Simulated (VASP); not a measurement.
# Au (Im-3m) in VASP: a series of runs, part 2 of 2

VASP 6.6.1. The steps go on from the part before.

### 5 Single point, PBEsol

This run uses another cell than the first one, of 16.23 Å³/atom.

INCAR reads:

```
SYSTEM = Au
ALGO = Normal
EDIFF = 1E-6
ENCUT = 500
GGA = PS
GGA_COMPAT = .False.
ISIF = 2
ISMEAR = 0
LASPH = .True.
LCHARG = .False.
LREAL = .False.
LWAVE = .False.
NBANDS = 12
NELM = 120
PREC = Accurate
SIGMA = 0.05
```

KPOINTS reads:

```
k-points
0
Gamma
  11 11 11
  0 0 0
```

POSCAR reads:

```
Au
1.0
   -1.5951160567      1.5951160567      1.5951160567
    1.5951160567     -1.5951160567      1.5951160567
    1.5951160567      1.5951160567     -1.5951160567
Au
1
Direct
    0.0000000000      0.0000000000      0.0000000000
```

Potentials or basis: VASP PAW PBE potentials, release 64 (Au).

Run with:

```
> cat potpaw_PBE.64/Au/POTCAR > POTCAR
> mpirun -np 1 vasp_std > vasp.out
```

OUTCAR:

```text
SYSTEM = Au
   EDIFF = 1E-6
   ENCUT = 500
   GGA = PS
   ISIF = 2
   ISMEAR = 0
   LASPH = .True.
   LREAL = .False.
   NELM = 120
   PREC = Accurate

 ion  position               nearest neighbor table
   1  0.000  0.000  0.000-

  LATTYP: Found a body centered cubic cell.
 ALAT       =     3.1902321134

  Lattice vectors:

 A1 = (  -1.5951160567,   1.5951160567,   1.5951160567)
 A2 = (   1.5951160567,  -1.5951160567,   1.5951160567)
 A3 = (   1.5951160567,   1.5951160567,  -1.5951160567)

Analysis of symmetry for initial positions (statically):
=====================================================================
 Subroutine PRICEL returns:
 Original cell was already a primitive cell.

 Routine SETGRP: Setting up the symmetry group for a
 body centered cubic supercell.

 Subroutine GETGRP returns: Found 48 space group operations
 (whereof 48 operations were pure point group operations)
 out of a pool of 48 trial point group operations.

The static configuration has the point symmetry O_h .

[... 165 lines left out ...]
 k-point     1 :       0.0000    0.0000    0.0000
  band No.  band energies     occupation
      1      -0.3258      2.00000
      2       4.9746      2.00000
      3       4.9746      2.00000
      4       4.9746      2.00000
      5       7.0824      2.00000
      6       7.0824      2.00000
      7      26.6047      0.00000
      8      26.6047      0.00000
      9      26.6047      0.00000
     10      35.3394      0.00000
     11      35.3394      0.00000
     12      35.3394      0.00000
[... 331 lines left out ...]
 k-point    24 :       0.3636    0.1818    0.0909
  band No.  band energies     occupation
      1       3.3720      2.00000
      2       3.9632      2.00000
      3       5.7502      2.00000
      4       7.1573      2.00000
      5       7.3780      2.00000
      6      13.4888      0.00000
      7      13.5017      0.00000
      8      19.3543      0.00000
      9      21.9644      0.00000
     10      32.6263      0.00000
     11      34.1951      0.00000
     12      36.7455      0.00000

 [... further k-points ...]

------------------------ aborting loop because EDIFF is reached ----------------------------------------

  FORCE on cell =-STRESS in cart. coord.  units (eV):
  Direction    XX          YY          ZZ          XY          YZ          ZX
  --------------------------------------------------------------------------------------
  -------------------------------------------------------------------------------------
  Total        0.9801184      0.9801184      0.9801184      0.0000000      0.0000000      0.0000000
  in kB       96.7280160     96.7280160     96.7280160      0.0000000      0.0000000      0.0000000
  external PRESSURE =      96.7280160 kB  Pullay stress =       0.0000000 kB

 VOLUME and BASIS-vectors are now :
 -----------------------------------------------------------------------------
  energy-cutoff  :      500.00
  volume of cell :       16.23
      direct lattice vectors                 reciprocal lattice vectors
    -1.595116057  1.595116057  1.595116057     0.000000000  0.313456816  0.313456816
     1.595116057 -1.595116057  1.595116057     0.313456816  0.000000000  0.313456816
     1.595116057  1.595116057 -1.595116057     0.313456816  0.313456816  0.000000000

 POSITION                                       TOTAL-FORCE (eV/Angst)
 -----------------------------------------------------------------------------------
      0.00000      0.00000      0.00000         0.000000      0.000000      0.000000
 -----------------------------------------------------------------------------------
    total drift:                                0.000000     -0.000000     -0.000000

  FREE ENERGIE OF THE ION-ELECTRON SYSTEM (eV)
  ---------------------------------------------------
  free  energy   TOTEN  =        -3.8693181173 eV

  energy  without entropy=       -3.8682242625  energy(sigma->0) =       -3.86877119
```

OSZICAR:

```text
N       E                     dE             d eps       ncg     rms          rms(c)
DAV:   1     0.476271793844E+02    0.47627E+02   -0.55131E+03  1376   0.797E+02
DAV:   2    -0.347989096856E+01   -0.51107E+02   -0.48754E+02  1632   0.185E+02
DAV:   3    -0.421649909477E+01   -0.73661E+00   -0.73628E+00  1600   0.211E+01
DAV:   4    -0.421885879404E+01   -0.23597E-02   -0.23596E-02  1548   0.140E+00
DAV:   5    -0.421887476735E+01   -0.15973E-04   -0.15971E-04  1616   0.106E-01    0.108E+01
DAV:   6    -0.389987494826E+01    0.31900E+00   -0.83295E-01  1464   0.730E+00    0.659E+00
DAV:   7    -0.387274134894E+01    0.27134E-01   -0.87085E-02  1580   0.234E+00    0.302E+00
DAV:   8    -0.386933504989E+01    0.34063E-02   -0.25208E-03  1504   0.472E-01    0.338E-01
DAV:   9    -0.386931484282E+01    0.20207E-04   -0.17222E-05  1496   0.385E-02    0.118E-02
DAV:  10    -0.386931802617E+01   -0.31834E-05   -0.12135E-06  1508   0.824E-03    0.965E-04
DAV:  11    -0.386931811727E+01   -0.91099E-07   -0.56074E-08   820   0.198E-03
   1 F= -.38693181E+01 E0= -.38687712E+01  d E =-.109385E-02
```

Wall time 4.9 s (1 thread of AMD EPYC 9R45 (Zen 5), shared host); peak memory 0.1 GiB.

What came out:

```yaml
Free_energy: -3.8693 eV
Pressure: 9.7 GPa
Band_gap_on_the_k_mesh: zero (an odd number of electrons rules out a gap without spin polarisation)
```

Caveat: the cell stands under pressure; the PAW data sets were made with another functional, which shifts forces and pressure a little; spin-orbit coupling is left out, which moves the levels of the heavy elements.

### 6 Overview

| cell | gap on the mesh (eV) | pressure (GPa) |
| --- | --- | --- |
| a = 2.727 Å, angles 109.5°, 1 atom | none | 19.6 |
| a = 2.809 Å, angles 109.5°, 1 atom | none | -0.3 |
| a = 2.784 Å, angles 109.5°, 1 atom | none | 4.7 |
| a = 2.763 Å, angles 109.5°, 1 atom | none | 9.7 |

Alike in all rows: task single point; level PBEsol; potentials or basis VASP PAW PBE potentials, release 64 (Au); no spin polarisation; k mesh 11 × 11 × 11; cutoff (eV) 500; smearing gaussian 0.05 eV.

Caveats: the PAW data sets were made with another functional, which shifts forces and pressure a little; spin-orbit coupling is left out, which moves the levels of the heavy elements; the cell stands under pressure (at least some runs).

Total energies depend on the potentials used, so only differences within one code and one set of settings carry meaning.
